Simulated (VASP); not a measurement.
Pd:

```
Pd
1.0
     1.54500    1.54500    1.54500
    -1.54500    1.54500    1.54500
    -1.54500   -1.54500    1.54500
Pd
1
Direct
  0.00000 0.00000 0.00000
```

```yaml
Program: VASP 6.6.1
Task: relaxation of cell and atoms
Functional: PBE
Potentials_or_basis: VASP PAW PBE potentials, release 64 (Pd)
Cutoff: 500 eV
k_mesh: 10 × 10 × 10
Occupations: fermi-dirac, width 0.05 eV
Spin: no spin polarisation
```

At the start: pressure 8.2 GPa; volume 14.75 Å³/atom.

**Question.** How do energy, volume and symmetry change on relaxing?

**Answer.** Over 3 steps the energy falls by 16.5 meV/atom and the volume is 15.44 Å³/atom (+4.7 %); space group Im-3m (No. 229, to 0.05 Å).

Step by step:
```tsv
step	energy change (eV)	largest force (eV/Å)	pressure (GPa)	volume (Å³)
1	0.0000	0.0000	8.15	14.75
2	0.0111	0.0000	-8.44	16.41
3	-0.0165	0.0000	-0.08	15.44
```

Final structure:
```cif
data_structure
_symmetry_space_group_name_H-M 'P 1'
_symmetry_Int_Tables_number 1
_cell_length_a 2.7171
_cell_length_b 2.7171
_cell_length_c 2.7171
_cell_angle_alpha 70.529
_cell_angle_beta 109.471
_cell_angle_gamma 70.529
_cell_volume 15.44
loop_
_atom_site_label
_atom_site_type_symbol
_atom_site_fract_x
_atom_site_fract_y
_atom_site_fract_z
_atom_site_occupancy
Pd1 Pd 0.00000 0.00000 0.00000 1
```
